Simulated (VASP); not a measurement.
# SnSe2 (P-3m1) in VASP: notebook

SnSe2 is run at these levels: PBE+D3(BJ); tasks: single point.

Everything below comes from runs of VASP 6.6.1. Logs are shortened: lines on timing, memory, paths and dates and some standing lists are left out, and cuts for length are marked.

**Experimental background.**

From “Temperature Dependent Excitonic Transition Energy and Enhanced Electron-Phonon Coupling in Layered Ternary SnS2-xSex Semiconductors with Fully Tunable Stoichiometry”, 2021, pmc:8069899, for a bulk crystal of SnSe2 at 300 K: band gap 1.207 eV (an exciton energy, a little under the gap).

The results are compared with them further down.

### Step 1. The cell of the first run

It takes space group P-3m1 (No. 164, trigonal). Conventional cell: a = 3.614 Å, b = 3.614 Å, c = 6.785 Å, α = 90.00°, β = 90.00°, γ = 120.00°. Sn (site symmetry -3m) has 6 Se at 2.75 Å and 6 Sn at 3.61 Å within 3.7 Å. Se (site symmetry 3m) has 3 Sn at 2.75 Å and 9 Se at 3.61 to 3.81 Å within 3.9 Å.

### Step 2. Single point, PBE+D3(BJ) (25.58 Å³/atom)

Contents of INCAR:

```
ALGO     = Normal         # electronic algorithm
EDIFF    = 1E-6           # SCF threshold, eV
ENCUT    = 500            # plane-wave cutoff, eV
GGA      = PE             # functional
GGA_COMPAT= False        
ISIF     = 2              # what is computed and relaxed
ISMEAR   = 0              # smearing method
IVDW     = 12             # dispersion correction
LASPH    = True           # aspherical terms in the spheres
LCHARG   = False          # write CHGCAR
LREAL    = False          # projectors in reciprocal space
LWAVE    = False          # write WAVECAR
NBANDS   = 20             # bands
NELM     = 120            # most SCF steps
PREC     = Accurate       # precision mode
SIGMA    = 0.03           # smearing width, eV
```

Contents of KPOINTS:

```
k-points
0
Gamma
  12 12 6
```

Contents of POSCAR:

```
SnSe2
1.0
    3.6140525267      0.0000000000      0.0000000000
   -1.8070262634      3.1298612987      0.0000000000
    0.0000000000      0.0000000000      6.7850222136
Sn Se
1 2
Direct
    0.0000000000      0.0000000000      0.0000000000
    0.3333333333      0.6666666667      0.2651331237
    0.6666666667      0.3333333333      0.7348668763
```

Potentials or basis: VASP PAW PBE potentials, release 64 (Sn_d, Se).

Launch:

```console
> cat potpaw_PBE.64/Sn_d/POTCAR potpaw_PBE.64/Se/POTCAR > POTCAR
> mpirun -np 1 vasp_std > vasp.out
```

OUTCAR:

```text
EDIFF = 1E-6
   ENCUT = 500
   GGA = PE
   ISIF = 2
   ISMEAR = 0
   IVDW = 12
   LASPH = True
   LREAL = False
   NELM = 120
   PREC = Accurate
 IVDW          = 12

 ion  position               nearest neighbor table
   1  0.000  0.000  0.000-   2 2.75   3 2.75   2 2.75   3 2.75   3 2.75   2 2.75
   2  0.333  0.667  0.265-   1 2.75   1 2.75   1 2.75
   3  0.667  0.333  0.735-   1 2.75   1 2.75   1 2.75

  LATTYP: Found a hexagonal cell.
 ALAT       =     3.6140525267
 C/A-ratio  =     1.8774000000

  Lattice vectors:

 A1 = (   3.6140525267,   0.0000000000,   0.0000000000)
 A2 = (  -1.8070262634,   3.1298612987,   0.0000000000)
 A3 = (   0.0000000000,   0.0000000000,   6.7850222136)

Analysis of symmetry for initial positions (statically):
=====================================================================
 Subroutine PRICEL returns:
 Original cell was already a primitive cell.

 Routine SETGRP: Setting up the symmetry group for a
 hexagonal supercell.

 Subroutine GETGRP returns: Found 12 space group operations
 (whereof 12 operations were pure point group operations)
 out of a pool of 24 trial point group operations.

The static configuration has the point symmetry D_3d.

Analysis of symmetry for dynamics (positions and initial velocities):
=====================================================================
 Subroutine PRICEL returns:
 Original cell was already a primitive cell.

 Routine SETGRP: Setting up the symmetry group for a
 hexagonal supercell.

 Subroutine GETGRP returns: Found 12 space group operations
 (whereof 12 operations were pure point group operations)
 out of a pool of 24 trial point group operations.

The dynamic configuration has the point symmetry D_3d.

 Subroutine INISYM returns: Found 12 space group operations
 (whereof 12 operations are pure point group operations),
 and found     1 'primitive' translations

----------------------------------------------------------------------------------------

                                     Primitive cell

  volume of cell :      76.7487

  direct lattice vectors                    reciprocal lattice vectors
     3.614052527  0.000000000  0.000000000     0.276697694  0.159751488  0.000000000
    -1.807026263  3.129861299  0.000000000     0.000000000  0.319502976  0.000000000
     0.000000000  0.000000000  6.785022214     0.000000000  0.000000000  0.147383453

  length of vectors
     3.614052527  3.614052527  6.785022214     0.319502976  0.319502976  0.147383453

  position of ions in fractional coordinates (direct lattice)
     0.000000000  0.000000000  0.000000000
     0.333333333  0.666666667  0.265133124
     0.666666667  0.333333333  0.734866876

  ion indices of the primitive-cell ions
   primitive index   ion index
                 1           1
                 2           2
                 3           3

----------------------------------------------------------------------------------------

 KPOINTS: k-points

Automatic generation of k-mesh.
 Grid dimensions read from file:
 generate k-points for:   12   12    6

 Generating k-lattice:

  Cartesian coordinates                     Fractional coordinates (reciprocal lattice)
     0.023058141  0.013312624  0.000000000     0.083333333  0.000000000  0.000000000
     0.000000000  0.026625248  0.000000000     0.000000000  0.083333333  0.000000000
     0.000000000  0.000000000  0.024563909     0.000000000  0.000000000  0.166666667

  Length of vectors
     0.026625248  0.026625248  0.024563909

  Shift w.r.t. Gamma in fractional coordinates (k-lattice)
     0.000000000  0.000000000  0.000000000

 Subroutine IBZKPT returns following result:
 ===========================================

 Found    100 irreducible k-points:

 Following reciprocal coordinates:
            Coordinates               Weight
  0.000000  0.000000  0.000000      1.000000
  0.083333 -0.000000  0.000000      6.000000
  0.166667 -0.000000  0.000000      6.000000
  0.250000 -0.000000  0.000000      6.000000
  0.333333 -0.000000  0.000000      6.000000
  0.416667 -0.000000  0.000000      6.000000
[... 16 lines left out ...]
  0.166667 -0.000000  0.166667      6.000000
  0.000000  0.166667  0.166667      6.000000
 [... further k-points ...]
   k-points           NKPTS =    100   k-points in BZ     NKDIM =    100   number of bands    NBANDS=     20
   number of dos      NEDOS =    301   number of ions     NIONS =      3
   total plane-waves  NPLWV =  39200
   dimension x,y,z NGX =    28 NGY =   28 NGZ =   50
   dimension x,y,z NGXF=    56 NGYF=   56 NGZF=  100
   ions per type =               1   2
   NGX,Y,Z   is equivalent  to a cutoff of  12.88, 12.88, 12.25 a.u.
   NGXF,Y,Z  is equivalent  to a cutoff of  25.76, 25.76, 24.50 a.u.
 SYSTEM =  unknown system
   PREC   = accura    normal or accurate (medium, high low for compatibility)
   ISTART =      0    job   : 0-new  1-cont  2-samecut
   ICHARG =      2    charge: 1-file 2-atom 10-const
   ISPIN  =      1    spin polarized calculation?
   LNONCOLLINEAR =      F non collinear calculations
   LSORBIT =      F    spin-orbit coupling
   LASPH  =      T    aspherical Exc in radial PAW
   ENCUT  =  500.0 eV  36.75 Ry    6.06 a.u.   6.59  6.59 12.37*2*pi/ulx,y,z
   NELM   =    120;   NELMIN=  2; NELMDL= -5     # of ELM steps
   EDIFF  = 0.1E-05   stopping-criterion for ELM
   LREAL  =      F    real-space projection
   EDIFFG = 0.1E-04   stopping-criterion for IOM
   NSW    =      0    number of steps for IOM
   IBRION =     -1    ionic relax: 0-MD 1-quasi-New 2-CG
   NFREE  =      0    steps in history (QN), initial steepest desc. (CG)
   ISIF   =      2    stress and relaxation
   ISYM   =      2    0-nonsym 1-usesym 2-fastsym
   POTIM  = 0.5000    time-step for ionic-motion
   TEBEG  =    0.0;   TEEND  =   0.0 temperature during run
   PSTRESS=    0.0 pullay stress
   NELECT =      26.0000    total number of electrons
   NUPDOWN=      -1.0000    fix difference up-down
   EMIN   =  10.00;   EMAX   =-10.00  energy-range for DOS
   EFERMI =   0.00;   METHOD = LEGACY
   ISMEAR =     0;   SIGMA  =   0.03  broadening in eV -4-tet -1-fermi 0-gaus
   EFERMI_NEDOS =   21; number of points for ismear=-14 and -15
   IALGO  =     38    algorithm
   IMIX   =      4    mixing-type and parameters
     AMIX     =   0.40;   BMIX     =  1.00
     AMIX_MAG =   1.60;   BMIX_MAG =  1.00
  volume/ion in A,a.u.               =      25.58       172.64
  Fermi-wavevector in a.u.,A,eV,Ry     =   1.141237  2.156624 17.720512  1.302421
  Thomas-Fermi vector in A             =   2.277937
   LORBIT       =      0    0 simple, 1 ext, 2 COOP (PROOUT), +10 PAW based schemes
   GGA     = PE    functional components
   LHFCALC =     F    Hartree Fock is set to
   AEXX    =    0.0000 exact exchange contribution
   IVDW    =    12    specifies the selected vdW correction
   LEPSILON=     F    determine dielectric tensor
   LRPA    =     F    only Hartree local field effects (RPA)
 non-spin polarized calculation
 Gauss-broadening in eV      SIGMA  =   0.03
  energy-cutoff  :      500.00
  volume of cell :       76.75
 maximum number of plane-waves:      2004
 NGX is ok and might be reduce to    28
   NGX = 13   NGY = 13   NGZ = 25

 number of electron      26.0000006 magnetization

 Free energy of the ion-electron system (eV)
  ---------------------------------------------------
  ext. energy  EPLUGINS =         0.00000000
  ---------------------------------------------------
  free energy    TOTEN  =       -11.41097352 eV

  energy without entropy =      -11.41053945  energy(sigma->0) =      -11.41075649

 E-fermi :   4.7849     XC(G=0):  -9.5686

 val. band max:        4.7682611734   @ k =   0.0833  -0.0000   0.5000
 cond. band min:       4.7854059986   @ k =   0.0833  -0.0000   0.0000
 fundamental gap:      0.0171448252
 Fermi energy:         4.7848665045

 k-point     1 :       0.0000    0.0000    0.0000
  band No.  band energies     occupation
      1     -16.9867      2.00000
      2     -16.9867      2.00000
      3     -16.9135      2.00000
      4     -16.8925      2.00000
      5     -16.8925      2.00000
      6      -9.5467      2.00000
[... 12 lines left out ...]
     19      13.9306      0.00000
     20      13.9311      0.00000

 k-point     2 :       0.0833   -0.0000    0.0000
  band No.  band energies     occupation
      1     -16.9885      2.00000
      2     -16.9816      2.00000
      3     -16.9105      2.00000
      4     -16.8967      2.00000
      5     -16.8932      2.00000
      6      -9.4694      2.00000
[... 12 lines left out ...]
     19      13.0227      0.00000
     20      14.0386      0.00000

 k-point     3 :       0.1667   -0.0000    0.0000
  band No.  band energies     occupation
      1     -16.9943      2.00000
      2     -16.9676      2.00000
      3     -16.9082      2.00000
      4     -16.9013      2.00000
      5     -16.8951      2.00000
      6      -9.2431      2.00000
[... 12 lines left out ...]
     19      12.9600      0.00000
     20      13.6161      0.00000

 k-point     4 :       0.2500   -0.0000    0.0000
  band No.  band energies     occupation
      1     -17.0038      2.00000
      2     -16.9488      2.00000
      3     -16.9223      2.00000
      4     -16.8971      2.00000
      5     -16.8887      2.00000
      6      -8.8876      2.00000
[... 12 lines left out ...]
     19      13.1853      0.00000
     20      13.7499      0.00000

 k-point     5 :       0.3333   -0.0000    0.0000
  band No.  band energies     occupation
      1     -17.0149      2.00000
      2     -16.9353      2.00000
      3     -16.9314      2.00000
      4     -16.8976      2.00000
      5     -16.8754      2.00000
      6      -8.4476      2.00000
[... 12 lines left out ...]
     19      12.9298      0.00000
     20      14.5062      0.00000
[... 353 lines left out ...]
      6      -9.4343      2.00000
[... 12 lines left out ...]
     19      12.8263      0.00000
     20      14.0620      0.00000

 k-point    22 :       0.0000    0.0833    0.1667
  band No.  band energies     occupation
      1     -16.9885      2.00000
      2     -16.9816      2.00000
      3     -16.9105      2.00000
      4     -16.8967      2.00000
      5     -16.8932      2.00000
      6      -9.4342      2.00000
[... 12 lines left out ...]
     19      12.9077      0.00000
     20      13.8478      0.00000

 k-point    23 :       0.1667   -0.0000    0.1667
  band No.  band energies     occupation
      1     -16.9943      2.00000
      2     -16.9676      2.00000
      3     -16.9082      2.00000
      4     -16.9013      2.00000
      5     -16.8951      2.00000
      6      -9.2086      2.00000
[... 12 lines left out ...]
     19      13.1588      0.00000
     20      13.3652      0.00000

 k-point    24 :       0.0000    0.1667    0.1667
  band No.  band energies     occupation
      1     -16.9943      2.00000
      2     -16.9676      2.00000
      3     -16.9082      2.00000
      4     -16.9013      2.00000
      5     -16.8951      2.00000
      6      -9.2084      2.00000
[... 12 lines left out ...]
     19      12.7927      0.00000
     20      13.3811      0.00000

 [... further k-points ...]

------------------------ aborting loop because EDIFF is reached ----------------------------------------

 Edisp (eV)   -1.08920

 E8    (eV) :    -0.4760

  FORCE on cell =-STRESS in cart. coord.  units (eV):
  Direction    XX          YY          ZZ          XY          YZ          ZX
  --------------------------------------------------------------------------------------
  -------------------------------------------------------------------------------------
  Total       2.45645     2.45645    -4.54301    -0.00000     0.00000    -0.00000
  in kB      51.27993    51.27993   -94.83826    -0.00000     0.00000    -0.00000
  external pressure =        2.57 kB  Pullay stress =        0.00 kB

 VOLUME and BASIS-vectors are now :
 -----------------------------------------------------------------------------
  energy-cutoff  :      500.00
  volume of cell :       76.75
      direct lattice vectors                 reciprocal lattice vectors
     3.614052527  0.000000000  0.000000000     0.276697694  0.159751488  0.000000000
    -1.807026263  3.129861299  0.000000000     0.000000000  0.319502976  0.000000000
     0.000000000  0.000000000  6.785022214     0.000000000  0.000000000  0.147383453

 POSITION                                       TOTAL-FORCE (eV/Angst)
 -----------------------------------------------------------------------------------
      0.00000      0.00000      0.00000         0.000000      0.000000      0.000000
     -0.00000      2.08657      1.79893         0.000000      0.000000     -1.046876
      1.80703      1.04329      4.98609        -0.000000     -0.000000      1.046876
 -----------------------------------------------------------------------------------
    total drift:                               -0.000000      0.000000      0.000000

  FREE ENERGIE OF THE ION-ELECTRON SYSTEM (eV)
  ---------------------------------------------------
  free  energy   TOTEN  =       -12.5001696071 eV

  energy  without entropy=      -12.4997355407  energy(sigma->0) =      -12.49995257
```

Wall time 2.2 min (1 thread of Intel Xeon 8259CL, shared host); peak memory 0.29 GiB.

What came out:

| Quantity | Value |
| --- | --- |
| Free energy | -12.5002 eV |
| Pressure | 0.3 GPa |
| Largest force | 1.047 eV/Å |
| Band gap on the k mesh | zero (bands 13 and 14 overlap by 0.48 eV) |
| Dispersion energy per atom | -0.363 eV |

Forces in eV/Å, atoms in the order of the input:
```
Sn   0.000  0.000  0.000
Se   0.000  0.000 -1.047
Se   0.000  0.000  1.047
```

Caveat: semilocal functionals underestimate gaps, so a narrow gap can read as zero; spin-orbit coupling is left out, which moves the levels of the heavy elements; forces of over 1 eV/Å act on the atoms, so gaps and moduli don't describe the material at rest.

### Step 3. Single point, PBE+D3(BJ) (25.58 Å³/atom)

Contents of INCAR:

```
ALGO = Normal
EDIFF = 1E-6
ENCUT = 500
GGA = PE
GGA_COMPAT = False
ISIF = 2
ISMEAR = 0
IVDW = 12
LASPH = True
LCHARG = True
LELF = True
LREAL = False
LVHAR = True
LWAVE = False
NBANDS = 20
NELM = 120
PREC = Accurate
SIGMA = 0.03
```

KPOINTS is that of step 2.

Contents of POSCAR:

```
SnSe2
1.0
    3.6878740005      0.0000000000      0.0000000000
   -1.8439370003      3.1937925704      0.0000000000
    0.0000000000      0.0000000000      6.5161045715
Sn Se
1 2
Direct
    0.0000000000      0.0000000000      0.0000000000
    0.3333333333      0.6666666667      0.2651331237
    0.6666666667      0.3333333333      0.7348668763
```

Potentials or basis: VASP PAW PBE potentials, release 64 (Sn_d, Se).

Launch:

```console
> cat potpaw_PBE.64/Sn_d/POTCAR potpaw_PBE.64/Se/POTCAR > POTCAR
> mpirun -np 1 vasp_std > vasp.out
```

Wall time 3.4 min (1 thread of Intel Xeon 8259CL, shared host); peak memory 0.29 GiB.

The run converged. Its results:

```
Free energy                : -12.7287 eV
Pressure                   : 0.1 GPa
Largest force              : 0.728 eV/Å
Band gap on the k mesh     : zero (bands 13 and 14 overlap by 0.05 eV)
Dispersion energy per atom : -0.363 eV
```

Forces in eV/Å, atoms in the order of the input:
```
Sn   0.000  0.000  0.000
Se   0.000  0.000 -0.728
Se   0.000  0.000  0.728
```

Stress tensor (GPa, compression positive):
```
 3.17  0.00  0.00
 0.00  3.17  0.00
 0.00  0.00 -6.14
```

Levels at points of the mesh, in eV from the Fermi level:
| k point | band 10 | band 11 | band 12 | band 13 | band 14 | band 15 | band 16 | band 17 |
| --- | --- | --- | --- | --- | --- | --- | --- | --- |
| (0.00, 0.00, 0.00) | -0.38 | -0.38 | -0.19 | -0.19 | 0.77 | 3.47 | 4.75 | 4.75 |
| (0.50, 0.00, 0.00) | -3.62 | -2.31 | -2.08 | -0.48 | 0.83 | 3.32 | 4.72 | 4.72 |
| (0.00, 0.00, 0.50) | -0.51 | -0.51 | -0.03 | -0.03 | 2.60 | 3.27 | 4.53 | 4.53 |
| (0.50, 0.00, 0.50) | -2.71 | -2.11 | -1.40 | -0.88 | -0.06 | 3.01 | 4.30 | 5.10 |

Caveat: semilocal functionals underestimate gaps, so a narrow gap can read as zero; spin-orbit coupling is left out, which moves the levels of the heavy elements.

[end of part 1 of 2]
